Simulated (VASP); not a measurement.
# Cd2O (P4_2/nmc) in VASP: single point with r2SCAN

Aim: the single point of Cd2O with r2SCAN.

All numbers are computed with VASP 6.6.1; they aren't measurements. Logs are shortened: lines on timing, memory, paths and dates and some standing lists are left out, and cuts for length are marked.

**1. The cell of the first run**

The structure is tetragonal, space group P4_2/nmc (No. 137). Conventional cell: a = 3.270 Å, b = 3.270 Å, c = 9.925 Å, α = 90.00°, β = 90.00°, γ = 90.00°. Cd (site symmetry 2mm) has 2 O at 2.21 Å within 2.9 Å. O (site symmetry -4m2) has 4 Cd at 2.21 Å within 2.9 Å.

**2. Single point, r2SCAN**

File POSCAR:

```
Cd2O
1.0
    3.2704706314      0.0000000000      0.0000000000
    0.0000000000      3.2704706314      0.0000000000
    0.0000000000      0.0000000000      9.9251046262
Cd O
4 2
Direct
    0.0000000000      0.5000000000      0.1490700884
    0.0000000000      0.5000000000      0.6490700884
    0.5000000000      0.0000000000      0.3509299116
    0.5000000000      0.0000000000      0.8509299116
    0.0000000000      0.0000000000      0.0000000000
    0.5000000000      0.5000000000      0.5000000000
```

File INCAR.step1:

```
SYSTEM = Cd2O
PREC = Accurate
ENCUT = 520
ISMEAR = 0
SIGMA = 0.1
LREAL = .FALSE.
LASPH = .TRUE.
NELM = 80
NBANDS = 39
GGA = PE
ALGO = Normal
EDIFF = 1E-4
LWAVE = .TRUE.
LCHARG = .FALSE.
```

File INCAR.step2:

```
SYSTEM = Cd2O
PREC = Accurate
ENCUT = 520
EDIFF = 1E-6
ISMEAR = 0
SIGMA = 0.1
LREAL = .FALSE.
LASPH = .TRUE.
NELM = 80
ALGO = Normal
ISIF = 2
LWAVE = .FALSE.
LCHARG = .FALSE.
METAGGA = R2SCAN
LMIXTAU = .TRUE.
NBANDS = 39
ISTART = 1
```

File KPOINTS:

```
regular mesh
0
G
  12 12 4
  0 0 0
```

Potentials or basis: VASP PAW PBE potentials, release 64 (Cd, O).

On the command line:

```bash
$ cat potpaw_PBE.64/Cd/POTCAR potpaw_PBE.64/O/POTCAR > POTCAR
$ cp INCAR.step1 INCAR
$ mpirun -np 1 vasp_std > vasp.out
$ cp INCAR.step2 INCAR
$ mpirun -np 1 vasp_std > vasp.out
```

OUTCAR:

```text
SYSTEM = Cd2O
   PREC = Accurate
   ENCUT = 520
   EDIFF = 1E-6
   ISMEAR = 0
   LREAL = .FALSE.
   LASPH = .TRUE.
   NELM = 80
   ISIF = 2
   METAGGA = R2SCAN
   ISTART = 1

 ion  position               nearest neighbor table
   1  0.000  0.500  0.149-   5 2.21   5 2.21   3 3.06   3 3.06   3 3.06   3 3.06   4 3.76   4 3.76
                             4 3.76   4 3.76
   2  0.000  0.500  0.649-   6 2.21   6 2.21   4 3.06   4 3.06   4 3.06   4 3.06   3 3.76   3 3.76
                             3 3.76   3 3.76
   3  0.500  0.000  0.351-   6 2.21   6 2.21   1 3.06   1 3.06   1 3.06   1 3.06   2 3.76   2 3.76
                             2 3.76   2 3.76
   4  0.500  0.000  0.851-   5 2.21   5 2.21   2 3.06   2 3.06   2 3.06   2 3.06   1 3.76   1 3.76
                             1 3.76   1 3.76
   5  0.000  0.000  0.000-   1 2.21   4 2.21   1 2.21   4 2.21
   6  0.500  0.500  0.500-   2 2.21   3 2.21   3 2.21   2 2.21

  LATTYP: Found a simple tetragonal cell.
 ALAT       =     3.2704706314
 C/A-ratio  =     3.0347634163

  Lattice vectors:

 A1 = (   3.2704706314,   0.0000000000,   0.0000000000)
 A2 = (   0.0000000000,   3.2704706314,   0.0000000000)
 A3 = (   0.0000000000,   0.0000000000,   9.9251046262)

Analysis of symmetry for initial positions (statically):
=====================================================================
 Subroutine PRICEL returns:
 Original cell was already a primitive cell.

 Routine SETGRP: Setting up the symmetry group for a
 simple tetragonal supercell.

 Subroutine GETGRP returns: Found 16 space group operations
 (whereof  8 operations were pure point group operations)
 out of a pool of 16 trial point group operations.

The static configuration has the point symmetry D_2d.
 The point group associated with its full space group is D_4h.

Analysis of symmetry for dynamics (positions and initial velocities):
=====================================================================
 Subroutine PRICEL returns:
 Original cell was already a primitive cell.

 Routine SETGRP: Setting up the symmetry group for a
 simple tetragonal supercell.

 Subroutine GETGRP returns: Found 16 space group operations
 (whereof  8 operations were pure point group operations)
 out of a pool of 16 trial point group operations.

The dynamic configuration has the point symmetry D_2d.
 The point group associated with its full space group is D_4h.

 Subroutine INISYM returns: Found 16 space group operations
 (whereof  8 operations are pure point group operations),
 and found     1 'primitive' translations

----------------------------------------------------------------------------------------

                                     Primitive cell

  volume of cell :     106.1587

  direct lattice vectors                    reciprocal lattice vectors
     3.270470631  0.000000000  0.000000000     0.305766390  0.000000000  0.000000000
     0.000000000  3.270470631  0.000000000     0.000000000  0.305766390  0.000000000
     0.000000000  0.000000000  9.925104626     0.000000000  0.000000000  0.100754605

  length of vectors
     3.270470631  3.270470631  9.925104626     0.305766390  0.305766390  0.100754605

  position of ions in fractional coordinates (direct lattice)
     0.000000000  0.500000000  0.149070088
     0.000000000  0.500000000  0.649070088
     0.500000000  0.000000000  0.350929912
     0.500000000  0.000000000  0.850929912
     0.000000000  0.000000000  0.000000000
     0.500000000  0.500000000  0.500000000

  ion indices of the primitive-cell ions
   primitive index   ion index
                 1           1
                 2           2
                 3           3
                 4           4
                 5           5
                 6           6

----------------------------------------------------------------------------------------

 KPOINTS: regular mesh

Automatic generation of k-mesh.
 Grid dimensions read from file:
 generate k-points for:   12   12    4

 Generating k-lattice:

  Cartesian coordinates                     Fractional coordinates (reciprocal lattice)
     0.025480533  0.000000000  0.000000000     0.083333333  0.000000000  0.000000000
     0.000000000  0.025480533  0.000000000     0.000000000  0.083333333  0.000000000
     0.000000000  0.000000000  0.025188651     0.000000000  0.000000000  0.250000000

  Length of vectors
     0.025480533  0.025480533  0.025188651

  Shift w.r.t. Gamma in fractional coordinates (k-lattice)
     0.000000000  0.000000000  0.000000000

 Subroutine IBZKPT returns following result:
 ===========================================

 Found     84 irreducible k-points:

 Following reciprocal coordinates:
            Coordinates               Weight
  0.000000  0.000000  0.000000      1.000000
  0.083333  0.000000  0.000000      4.000000
  0.166667  0.000000  0.000000      4.000000
  0.250000  0.000000  0.000000      4.000000
  0.333333  0.000000  0.000000      4.000000
  0.416667  0.000000  0.000000      4.000000
[... 16 lines left out ...]
  0.333333  0.333333  0.000000      4.000000
  0.416667  0.333333  0.000000      8.000000
 [... further k-points ...]
   k-points           NKPTS =     84   k-points in BZ     NKDIM =     84   number of bands    NBANDS=     39
   number of dos      NEDOS =    301   number of ions     NIONS =      6
   total plane-waves  NPLWV =  46080
   dimension x,y,z NGX =    24 NGY =   24 NGZ =   80
   dimension x,y,z NGXF=    48 NGYF=   48 NGZF=  160
   ions per type =               4   2
   NGX,Y,Z   is equivalent  to a cutoff of  12.20, 12.20, 13.40 a.u.
   NGXF,Y,Z  is equivalent  to a cutoff of  24.40, 24.40, 26.80 a.u.
 SYSTEM =  Cd2O
   PREC   = accura    normal or accurate (medium, high low for compatibility)
   ISTART =      1    job   : 0-new  1-cont  2-samecut
   ICHARG =      0    charge: 1-file 2-atom 10-const
   ISPIN  =      1    spin polarized calculation?
   LNONCOLLINEAR =      F non collinear calculations
   LSORBIT =      F    spin-orbit coupling
   LASPH  =      T    aspherical Exc in radial PAW
   ENCUT  =  520.0 eV  38.22 Ry    6.18 a.u.   6.08  6.08 18.45*2*pi/ulx,y,z
   NELM   =     80;   NELMIN=  2; NELMDL=  0     # of ELM steps
   EDIFF  = 0.1E-05   stopping-criterion for ELM
   LREAL  =      F    real-space projection
   EDIFFG = 0.1E-04   stopping-criterion for IOM
   NSW    =      0    number of steps for IOM
   IBRION =     -1    ionic relax: 0-MD 1-quasi-New 2-CG
   NFREE  =      0    steps in history (QN), initial steepest desc. (CG)
   ISIF   =      2    stress and relaxation
   ISYM   =      2    0-nonsym 1-usesym 2-fastsym
   POTIM  = 0.5000    time-step for ionic-motion
   TEBEG  =    0.0;   TEEND  =   0.0 temperature during run
   PSTRESS=    0.0 pullay stress
   NELECT =      60.0000    total number of electrons
   NUPDOWN=      -1.0000    fix difference up-down
   EMIN   =  10.00;   EMAX   =-10.00  energy-range for DOS
   EFERMI =   0.00;   METHOD = LEGACY
   ISMEAR =     0;   SIGMA  =   0.10  broadening in eV -4-tet -1-fermi 0-gaus
   EFERMI_NEDOS =   21; number of points for ismear=-14 and -15
   IALGO  =     38    algorithm
   IMIX   =      4    mixing-type and parameters
     AMIX     =   0.40;   BMIX     =  1.00
     AMIX_MAG =   1.60;   BMIX_MAG =  1.00
  volume/ion in A,a.u.               =      17.69       119.40
  Fermi-wavevector in a.u.,A,eV,Ry     =   1.353547  2.557833 24.927095  1.832090
  Thomas-Fermi vector in A             =   2.480793
   LORBIT       =      0    0 simple, 1 ext, 2 COOP (PROOUT), +10 PAW based schemes
   METAGGA = R2SCAN    functional components
   LHFCALC =     F    Hartree Fock is set to
   AEXX    =    0.0000 exact exchange contribution
   IVDW    =     0    specifies the selected vdW correction
   LEPSILON=     F    determine dielectric tensor
   LRPA    =     F    only Hartree local field effects (RPA)
 non-spin polarized calculation
 Gauss-broadening in eV      SIGMA  =   0.10
  energy-cutoff  :      520.00
  volume of cell :      106.16
 maximum number of plane-waves:      2904
   NGX = 13   NGY = 13   NGZ = 37

 number of electron      59.9999972 magnetization

 Free energy of the ion-electron system (eV)
  ---------------------------------------------------
  ext. energy  EPLUGINS =         0.00000000
  ---------------------------------------------------
  free energy    TOTEN  =       -96.23852186 eV

  energy without entropy =      -96.23133029  energy(sigma->0) =      -96.23492607

 E-fermi :   2.3002     XC(G=0): -11.3492

 val. band max:        2.2815563526   @ k =   0.5000   0.3333   0.0000
 cond. band min:       2.3064561825   @ k =   0.4167   0.3333   0.0000
 fundamental gap:      0.0248998299
 Fermi energy:         2.3001982747

 k-point     1 :       0.0000    0.0000    0.0000
  band No.  band energies     occupation
      1     -17.0096      2.00000
      2     -16.9850      2.00000
      3      -7.5202      2.00000
      4      -7.1879      2.00000
      5      -7.1428      2.00000
      6      -7.0975      2.00000
[... 31 lines left out ...]
     38      12.1295      0.00000
     39      12.4402      0.00000

 k-point     2 :       0.0833    0.0000    0.0000
  band No.  band energies     occupation
      1     -16.9977      2.00000
      2     -16.9746      2.00000
      3      -7.4882      2.00000
      4      -7.2130      2.00000
      5      -7.1101      2.00000
      6      -7.0749      2.00000
[... 31 lines left out ...]
     38      12.0062      0.00000
     39      12.6105      0.00000

 k-point     3 :       0.1667    0.0000    0.0000
  band No.  band energies     occupation
      1     -16.9650      2.00000
      2     -16.9462      2.00000
      3      -7.4064      2.00000
      4      -7.2698      2.00000
      5      -7.0369      2.00000
      6      -6.9838      2.00000
[... 832 lines left out ...]
 k-point    23 :       0.3333    0.3333    0.0000
  band No.  band energies     occupation
      1     -16.7624      2.00000
      2     -16.7605      2.00000
      3      -7.1994      2.00000
      4      -7.1634      2.00000
      5      -7.1356      2.00000
      6      -7.0615      2.00000
[... 31 lines left out ...]
     38      10.1042      0.00000
     39      10.5811      0.00000

 k-point    24 :       0.4167    0.3333    0.0000
  band No.  band energies     occupation
      1     -16.7349      2.00000
      2     -16.7342      2.00000
      3      -7.2123      2.00000
      4      -7.1957      2.00000
      5      -7.1415      2.00000
      6      -7.1206      2.00000
[... 31 lines left out ...]
     38       9.5196      0.00000
     39       9.6697      0.00000

 [... further k-points ...]

------------------------ aborting loop because EDIFF is reached ----------------------------------------

  FORCE on cell =-STRESS in cart. coord.  units (eV):
  Direction    XX          YY          ZZ          XY          YZ          ZX
  --------------------------------------------------------------------------------------
  -------------------------------------------------------------------------------------
  Total        0.6327305      0.6327305      0.8866268      0.0000000     -0.0000000      0.0000000
  in kB        9.5493488      9.5493488     13.3812235      0.0000000     -0.0000000      0.0000000
  external PRESSURE =      10.8266404 kB  Pullay stress =       0.0000000 kB

 VOLUME and BASIS-vectors are now :
 -----------------------------------------------------------------------------
  energy-cutoff  :      520.00
  volume of cell :      106.16
      direct lattice vectors                 reciprocal lattice vectors
     3.270470631  0.000000000  0.000000000     0.305766390  0.000000000  0.000000000
     0.000000000  3.270470631  0.000000000     0.000000000  0.305766390  0.000000000
     0.000000000  0.000000000  9.925104626     0.000000000  0.000000000  0.100754605

 POSITION                                       TOTAL-FORCE (eV/Angst)
 -----------------------------------------------------------------------------------
      0.00000      1.63524      1.47954        -0.000000     -0.000000      0.115629
      0.00000      1.63524      6.44209        -0.000000      0.000000      0.115629
      1.63524      0.00000      3.48302         0.000000     -0.000000     -0.115629
      1.63524      0.00000      8.44557         0.000000     -0.000000     -0.115629
      0.00000      0.00000      0.00000        -0.000000      0.000000     -0.000000
      1.63524      1.63524      4.96255        -0.000000     -0.000000     -0.000000
 -----------------------------------------------------------------------------------
    total drift:                                0.000000      0.000000      0.000000

  FREE ENERGIE OF THE ION-ELECTRON SYSTEM (eV)
  ---------------------------------------------------
  free  energy   TOTEN  =       -96.2385218564 eV

  energy  without entropy=      -96.2313302926  energy(sigma->0) =      -96.23492607
```

Run time: 15 min. Hardware: 1 thread of Intel Xeon Platinum 8259CL at 2.50GHz (Skylake/Cascade Lake), shared host; peak memory 0.39 GiB.

Results:

```
Free energy            : -96.2385 eV
Pressure               : 1.1 GPa
Largest force          : 0.116 eV/Å
Band gap on the k mesh : zero (bands 30 and 31 overlap by 1.88 eV)
```

Forces on the atoms (eV/Å):
```
Cd   0.000  0.000  0.116
Cd   0.000  0.000  0.116
Cd   0.000  0.000 -0.116
Cd   0.000  0.000 -0.116
O    0.000  0.000  0.000
O    0.000  0.000  0.000
```

Caveat: the PAW data sets were made with another functional, which shifts forces and pressure a little.

The gap in the log of VASP goes by the Fermi energy; the results here count the filled bands.